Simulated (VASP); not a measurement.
Input of a VASP 6.6.1 run:

INCAR

```
SYSTEM = Mn3P2
PREC = Accurate ; ENCUT = 600
EDIFF = 1E-7 ; ISMEAR = 0
SIGMA = 0.1 ; LREAL = .FALSE.
LASPH = .TRUE. ; NELM = 150
ALGO = Normal ; ISIF = 3
LWAVE = .FALSE. ; LCHARG = .FALSE.
ISPIN = 2 ; MAGMOM = 4 4 4 0 0
LORBIT = 11 ; LMAXMIX = 4
GGA = PE ; IBRION = 2
NSW = 90 ; EDIFFG = -0.04
```

KPOINTS

```
regular mesh
0
G
  4 4 4
  0 0 0
```

The input POSCAR:

```
Mn3P2
1.0
    4.3367254300      0.0000000000      0.0000000000
    0.0000000000      4.3367254300      0.0000000000
    0.0000000000      0.0000000000      4.3367254300
Mn P
3 2
Direct
    0.0000000000      0.5000000000      0.5000000000
    0.5000000000      0.0000000000      0.5000000000
    0.5000000000      0.5000000000      0.0000000000
    0.5000000000      0.5000000000      0.5000000000
    0.0000000000      0.0000000000      0.0000000000
```

Potentials or basis: VASP PAW PBE potentials, release 64 (Mn_pv, P).

Launch:

```bash
$ cat potpaw_PBE.64/Mn_pv/POTCAR potpaw_PBE.64/P/POTCAR > POTCAR
$ mpirun -np 1 vasp_std > vasp.out
```

(1) Estimate the site moments.

(2) Predict the space group after relaxing (to 0.05 Å).

Results:

(1) Mn +2.92; P -0.16, -0.11 μB.

(2) Pm-3m (No. 221).

Caveat: the k points lie up to 0.37 Å⁻¹ apart in the final cell.
